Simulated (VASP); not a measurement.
# ZnS (Pm) in VASP: notebook

The runs below take ZnS through single point, with r2SCAN.

All numbers are computed with VASP 6.6.1; they aren't measurements. Logs are shortened: lines on timing, memory, paths and dates and some standing lists are left out, and cuts for length are marked.

**1. The cell of the first run**

It takes space group Pm (No. 6, monoclinic). The conventional cell has a = 3.811 Å, b = 3.811 Å, c = 10.805 Å, α = 90.00°, β = 94.04°, γ = 90.00°. Within 3.1 Å of Zn (site symmetry m) lie 4 S at 2.33 Å. Within 3.1 Å of Zn (site symmetry m) lie 4 S at 2.33 Å. Zn (site symmetry m) has 4 S at 2.33 Å within 3.1 Å. Within 2.3 Å of Zn (site symmetry m) lie 1 S at 1.77 Å. S (site symmetry m) has 4 Zn at 2.33 Å within 3.1 Å. Within 3.1 Å of S (site symmetry m) lie 4 Zn at 2.33 Å. S (site symmetry m) has 4 Zn at 2.33 Å within 3.1 Å. Within 2.3 Å of S (site symmetry m) lie 1 Zn at 1.77 Å.

**2. Single point, r2SCAN**

Input file POSCAR:

```
ZnS
1.0
   -2.6945131931     -2.6945131931      0.0000000000
    2.6945131931     -2.6945131931      0.0000000000
    0.5389026386     -0.5389026386     10.7780527726
Zn S
4 4
Direct
    0.5000000000      0.4625000000      0.1875000000
    0.0000000000     -0.0875000000      0.4375000000
    0.5000000000      0.3625000000      0.6875000000
    0.0000000000     -0.1875000000      0.9375000000
    0.5000000000     -0.0625000000      0.3125000000
    0.0000000000      0.3875000000      0.5625000000
    0.5000000000     -0.1625000000      0.8125000000
    0.0000000000      0.4875000000      0.0625000000
```

Input file INCAR.step1:

```
  ALGO = Normal
  EDIFF = 1E-4
  ENCUT = 520
  GGA = PE
  ISMEAR = 0
  LASPH = True
  LCHARG = False
  LREAL = False
  LWAVE = True
  NBANDS = 46
  NELM = 100
  PREC = Accurate
  SIGMA = 0.05
```

Input file INCAR.step2:

```
  ALGO = Normal
  EDIFF = 1E-7
  ENCUT = 520
  ISIF = 2
  ISMEAR = 0
  ISTART = 1
  LASPH = True
  LCHARG = False
  LMIXTAU = True
  LREAL = False
  LWAVE = False
  METAGGA = R2SCAN
  NBANDS = 46
  NELM = 100
  PREC = Accurate
  SIGMA = 0.05
```

Input file KPOINTS:

```
k-points
0
Gamma
  6 6 2
```

Potentials or basis: VASP PAW PBE potentials, release 64 (Zn, S).

Started as:

```bash
$ cat potpaw_PBE.64/Zn/POTCAR potpaw_PBE.64/S/POTCAR > POTCAR
$ cp INCAR.step1 INCAR
$ mpirun -np 1 vasp_std > vasp.out
$ cp INCAR.step2 INCAR
$ mpirun -np 1 vasp_std > vasp.out
```

OUTCAR:

```text
EDIFF = 1E-7
   ENCUT = 520
   ISIF = 2
   ISMEAR = 0
   ISTART = 1
   LASPH = True
   LREAL = False
   METAGGA = R2SCAN
   NELM = 100
   PREC = Accurate

 ion  position               nearest neighbor table
   1  0.500  0.462  0.188-   5 2.33   8 2.33   8 2.33   5 2.33
   2  0.000  0.913  0.438-   6 2.33   5 2.33   5 2.33   6 2.33
   3  0.500  0.362  0.688-   7 2.33   6 2.33   6 2.33   7 2.33
   4  0.000  0.812  0.938-   8 1.77   7 2.33   7 2.33
   5  0.500  0.938  0.312-   1 2.33   2 2.33   2 2.33   1 2.33
   6  0.000  0.388  0.562-   2 2.33   3 2.33   3 2.33   2 2.33
   7  0.500  0.837  0.812-   3 2.33   4 2.33   4 2.33   3 2.33
   8  0.000  0.487  0.062-   4 1.77   1 2.33   1 2.33

  LATTYP: Found a simple monoclinic cell.
 ALAT       =     3.8106171017
 B/A-ratio  =     1.0000000000
 C/A-ratio  =     2.8354893758
 COS(beta)  =    -0.0705345616

  Lattice vectors:

 A1 = (   2.6945131931,  -2.6945131931,   0.0000000000)
 A2 = (  -2.6945131931,  -2.6945131931,   0.0000000000)
 A3 = (  -0.5389026386,   0.5389026386, -10.7780527726)

Analysis of symmetry for initial positions (statically):
=====================================================================
 Subroutine PRICEL returns:
 Original cell was already a primitive cell.

 Routine SETGRP: Setting up the symmetry group for a
 simple monoclinic supercell.

 Subroutine GETGRP returns: Found  2 space group operations
 (whereof  2 operations were pure point group operations)
 out of a pool of  4 trial point group operations.

The static configuration has the point symmetry C_1h.

Analysis of symmetry for dynamics (positions and initial velocities):
=====================================================================
 Subroutine PRICEL returns:
 Original cell was already a primitive cell.

 Routine SETGRP: Setting up the symmetry group for a
 simple monoclinic supercell.

 Subroutine GETGRP returns: Found  2 space group operations
 (whereof  2 operations were pure point group operations)
 out of a pool of  4 trial point group operations.

The dynamic configuration has the point symmetry C_1h.

 Subroutine INISYM returns: Found  2 space group operations
 (whereof  2 operations are pure point group operations),
 and found     1 'primitive' translations

----------------------------------------------------------------------------------------

                                     Primitive cell
[... 102 lines left out ...]
   NELM   =    100;   NELMIN=  2; NELMDL=  0     # of ELM steps
   EDIFF  = 0.1E-06   stopping-criterion for ELM
   LREAL  =      F    real-space projection
   EDIFFG = 0.1E-05   stopping-criterion for IOM
   NSW    =      0    number of steps for IOM
   IBRION =     -1    ionic relax: 0-MD 1-quasi-New 2-CG
   NFREE  =      0    steps in history (QN), initial steepest desc. (CG)
   ISIF   =      2    stress and relaxation
   ISYM   =      2    0-nonsym 1-usesym 2-fastsym
   POTIM  = 0.5000    time-step for ionic-motion
   TEBEG  =    0.0;   TEEND  =   0.0 temperature during run
   PSTRESS=    0.0 pullay stress
   NELECT =      72.0000    total number of electrons
   NUPDOWN=      -1.0000    fix difference up-down
   EMIN   =  10.00;   EMAX   =-10.00  energy-range for DOS
   EFERMI =   0.00;   METHOD = LEGACY
   ISMEAR =     0;   SIGMA  =   0.05  broadening in eV -4-tet -1-fermi 0-gaus
   EFERMI_NEDOS =   21; number of points for ismear=-14 and -15
   IALGO  =     38    algorithm
   IMIX   =      4    mixing-type and parameters
     AMIX     =   0.40;   BMIX     =  1.00
     AMIX_MAG =   1.60;   BMIX_MAG =  1.00
  volume/ion in A,a.u.               =      19.56       132.02
  Fermi-wavevector in a.u.,A,eV,Ry     =   1.263791  2.388219 21.730795  1.597168
  Thomas-Fermi vector in A             =   2.397130
   LORBIT       =      0    0 simple, 1 ext, 2 COOP (PROOUT), +10 PAW based schemes
   METAGGA = R2SCAN    functional components
   LHFCALC =     F    Hartree Fock is set to
   AEXX    =    0.0000 exact exchange contribution
   IVDW    =     0    specifies the selected vdW correction
   LEPSILON=     F    determine dielectric tensor
   LRPA    =     F    only Hartree local field effects (RPA)
 non-spin polarized calculation
 Gauss-broadening in eV      SIGMA  =   0.05
  energy-cutoff  :      520.00
  volume of cell :      156.51
 maximum number of plane-waves:      4238
   NGX = 15   NGY = 15   NGZ = 41

 number of electron      72.0000016 magnetization

 Free energy of the ion-electron system (eV)
  ---------------------------------------------------
  ext. energy  EPLUGINS =         0.00000000
  ---------------------------------------------------
  free energy    TOTEN  =       -72.86849597 eV

  energy without entropy =      -72.86849597  energy(sigma->0) =      -72.86849597

 E-fermi :   2.2668     XC(G=0): -10.2885

 val. band max:        1.9967021922   @ k =   0.0000   0.0000   0.0000
 cond. band min:       4.6257349586   @ k =   0.0000   0.0000   0.0000
 fundamental gap:      2.6290327664
 Fermi energy:         2.2667647641

 k-point     1 :       0.0000    0.0000    0.0000
  band No.  band energies     occupation
      1     -12.2329      2.00000
      2     -11.5230      2.00000
      3     -11.2729      2.00000
      4     -10.6706      2.00000
      5      -5.8916      2.00000
      6      -5.5602      2.00000
[... 1165 lines left out ...]
     45       9.9040      0.00000
     46      10.1653      0.00000

 [... further k-points ...]
[... 5 lines left out ...]
  --------------------------------------------------------------------------------------
  -------------------------------------------------------------------------------------
  Total        4.5670711      4.5670711     14.1277335     -4.4545272      8.7845299     -8.7848062
  in kB       46.7538550     46.7538550    144.6279223    -45.6017246     89.9286711    -89.9315001
  external PRESSURE =      79.3785441 kB  Pullay stress =       0.0000000 kB

 VOLUME and BASIS-vectors are now :
 -----------------------------------------------------------------------------
  energy-cutoff  :      520.00
  volume of cell :      156.51
      direct lattice vectors                 reciprocal lattice vectors
    -2.694513193 -2.694513193  0.000000000    -0.185562276 -0.185562276  0.000000000
     2.694513193 -2.694513193  0.000000000     0.185562276 -0.185562276 -0.018556228
     0.538902639 -0.538902639 10.778052773     0.000000000  0.000000000  0.092781138

 POSITION                                       TOTAL-FORCE (eV/Angst)
 -----------------------------------------------------------------------------------
     -0.00000     -2.69451      2.02088        -0.013302      0.013302      0.025333
      2.69451     -2.69451      4.71540        -0.011418      0.011418     -0.030861
     -0.00000     -2.69451      7.40991        -0.071644      0.071644     -0.111440
      2.69451     -2.69451     10.10442         5.657943     -5.657943     -9.476487
      1.34726     -4.04177      3.36814         0.025547     -0.025547      0.039614
      1.34726     -1.34726      6.06265         0.037462     -0.037462      0.035152
      1.34726     -4.04177      8.75717         0.498858     -0.498858     -0.330945
      1.34726     -1.34726      0.67363        -6.123445      6.123445      9.849634
 -----------------------------------------------------------------------------------
    total drift:                               -0.001802      0.001802      0.028314

  FREE ENERGIE OF THE ION-ELECTRON SYSTEM (eV)
  ---------------------------------------------------
  free  energy   TOTEN  =       -72.8684959724 eV

  energy  without entropy=      -72.8684959724  energy(sigma->0) =      -72.86849597
```

OUTCAR.step1:

```text
EDIFF = 1E-4
   ENCUT = 520
   GGA = PE
   ISMEAR = 0
[... 1423 lines left out ...]
      1.34726     -4.04177      3.36814         0.027515     -0.027515      0.039728
      1.34726     -1.34726      6.06265         0.036804     -0.036804      0.035669
      1.34726     -4.04177      8.75717         0.474705     -0.474705     -0.322299
      1.34726     -1.34726      0.67363        -6.093300      6.093300      9.730683
 -----------------------------------------------------------------------------------
    total drift:                                0.000154     -0.000154      0.001316

  FREE ENERGIE OF THE ION-ELECTRON SYSTEM (eV)
  ---------------------------------------------------
  free  energy   TOTEN  =       -24.7780465965 eV

  energy  without entropy=      -24.7780465965  energy(sigma->0) =      -24.77804660
```

Wall time 22 min (1 thread of Oxide Virtual Turin-like, shared host); peak memory 0.33 GiB.

What came out:

```
Free energy            : -72.8685 eV
Pressure               : 7.9 GPa
Largest force          : 13.115 eV/Å
Band gap on the k mesh : 2.63 eV, direct
```

Forces on the atoms (eV/Å):
```
Zn  -0.013  0.013  0.025
Zn  -0.011  0.011 -0.031
Zn  -0.072  0.072 -0.111
Zn   5.658 -5.658 -9.476
S    0.026 -0.026  0.040
S    0.037 -0.037  0.035
S    0.499 -0.499 -0.331
S   -6.123  6.123  9.850
```

Stress tensor (GPa, compression positive):
```
 4.68 -4.56 -8.99
-4.56  4.68  8.99
-8.99  8.99 14.46
```

Caveat: the PAW data sets were made with another functional, which shifts forces and pressure a little.

**3. Single point, r2SCAN**

Input file POSCAR:

```
ZnS
1.0
   -2.6945131931     -2.6945131931      0.0000000000
    2.6945131931     -2.6945131931      0.0000000000
    1.0778052772     -1.0778052772     10.7780527726
Zn S
4 4
Direct
    0.5000000000      0.4250000000      0.1875000000
    0.0000000000     -0.1750000000      0.4375000000
    0.5000000000      0.2250000000      0.6875000000
    0.0000000000     -0.3750000000      0.9375000000
    0.5000000000     -0.1250000000      0.3125000000
    0.0000000000      0.2750000000      0.5625000000
    0.5000000000     -0.3250000000      0.8125000000
    0.0000000000      0.4750000000      0.0625000000
```

Input file INCAR.step1:

```
SYSTEM = ZnS
PREC = Accurate
ENCUT = 520
ISMEAR = 0
SIGMA = 0.05
LREAL = .FALSE.
LASPH = .TRUE.
NELM = 100
NBANDS = 46
GGA = PE
ALGO = Normal
EDIFF = 1E-4
LWAVE = .TRUE.
LCHARG = .FALSE.
```

Input file INCAR.step2:

```
SYSTEM = ZnS
PREC = Accurate
ENCUT = 520
EDIFF = 1E-6
ISMEAR = 0
SIGMA = 0.05
LREAL = .FALSE.
LASPH = .TRUE.
NELM = 100
ALGO = Normal
ISIF = 2
LWAVE = .FALSE.
LCHARG = .FALSE.
METAGGA = R2SCAN
LMIXTAU = .TRUE.
NBANDS = 46
ISTART = 1
```

Input file KPOINTS:

```
Automatic mesh
0
G
  6 6 2
  0 0 0
```

Potentials or basis: VASP PAW PBE potentials, release 64 (Zn, S).

Started as:

```bash
$ cat potpaw_PBE.64/Zn/POTCAR potpaw_PBE.64/S/POTCAR > POTCAR
$ cp INCAR.step1 INCAR
$ mpirun -np 1 vasp_std > vasp.out
$ cp INCAR.step2 INCAR
$ mpirun -np 1 vasp_std > vasp.out
```

Wall time 18 min (1 thread of Oxide Virtual Turin-like, shared host); peak memory 0.33 GiB.

Results (log left out):

```
Free energy            : -60.9718 eV
Pressure               : 31.6 GPa
Largest force          : 63.449 eV/Å
Band gap on the k mesh : 2.58 eV, direct
```

Forces on the atoms (eV/Å):
```
Zn   -0.051   0.051   0.265
Zn    0.009  -0.009  -0.028
Zn   -0.048   0.048  -0.186
Zn   11.767 -11.767 -60.112
S    -0.009   0.009   0.036
S     0.021  -0.021   0.032
S     0.319  -0.319  -1.143
S   -12.007  12.007  61.135
```

Stress tensor (GPa, compression positive):
```
  3.84  -3.39 -17.15
 -3.39   3.84  17.15
-17.15  17.15  87.11
```

Levels at points of the mesh, in eV from the valence-band top:
```tsv
k point	band 32	band 33	band 34	band 35	band 36	band 37	band 38	band 39	band 40	band 41
(0.00, 0.00, 0.00)	-1.34	-0.67	-0.49	-0.01	0.00	2.58	3.60	4.30	4.44	4.73
(0.50, 0.00, 0.00)	-1.15	-1.07	-1.03	-0.88	-0.83	3.66	4.05	5.01	5.96	6.73
(0.00, 0.50, 0.00)	-1.26	-1.09	-1.03	-0.68	-0.36	3.49	4.03	4.89	4.99	5.74
(0.50, 0.50, 0.00)	-2.81	-2.67	-2.43	-2.01	-1.84	3.14	3.88	4.31	4.46	5.42
(0.00, 0.00, 0.50)	-1.17	-0.95	-0.70	-0.37	-0.15	3.30	3.76	3.88	4.18	4.56
(0.50, 0.00, 0.50)	-1.56	-1.26	-1.07	-1.03	-0.88	4.32	4.49	4.50	5.50	6.45
(0.00, 0.50, 0.50)	-1.42	-1.09	-1.03	-0.87	-0.36	3.74	4.13	4.62	4.97	5.61
(0.50, 0.50, 0.50)	-2.76	-2.68	-2.47	-2.06	-1.87	3.34	4.14	4.34	4.43	5.24
```

Caveat: the PAW data sets were made with another functional, which shifts forces and pressure a little. r2SCAN opens gaps a little over a GGA but as a rule still falls short of measured ones.
